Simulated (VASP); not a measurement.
Pb, 1 atom in the cell. Symmetry: R-3m, No. 166, trigonal system. Conventional cell: a = 3.115 Å, b = 3.115 Å, c = 10.758 Å, α = 90.00°, β = 90.00°, γ = 120.00°. Within 4.1 Å of Pb (site symmetry -3m) lie 12 Pb at 3.11 to 4.01 Å.  This cell differs from its parent crystal: ratio of the length along [111] to the lengths across it x 1.41, volume and fractional coordinates fixed.

| Property | Result |
| --- | --- |
| Program | VASP 6.6.1 |
| Task | single point |
| Functional | PBEsol |
| Potentials or basis | VASP PAW PBE potentials, release 64 (Pb_d) |
| Cutoff | 520 eV |
| k mesh | 18 × 18 × 18 |
| Occupations | gaussian, width 0.15 eV |
| Spin | no spin polarisation |
| Dipole correction | no |
| Further INCAR settings | ALGO = Fast; EDIFF = 1e-06; NBANDS = 13 |

Potentials or basis: VASP PAW PBE potentials, release 64 (Pb_d).

Run with:

```bash
$ cat potpaw_PBE.64/Pb_d/POTCAR > POTCAR
$ mpirun -np 1 vasp_std > vasp.out
```

Hardware: 1 thread of Intel(R) Xeon(R) Platinum 8488C (Sapphire Rapids), on a shared host.

Problem. Estimate the wall time of this run.

Solution. Wall time 6.3 min on 1 thread of Intel(R) Xeon(R) Platinum 8488C (Sapphire Rapids) (shared host), peak memory 0.33 GiB. Counts: scf iterations 12, k points 580.
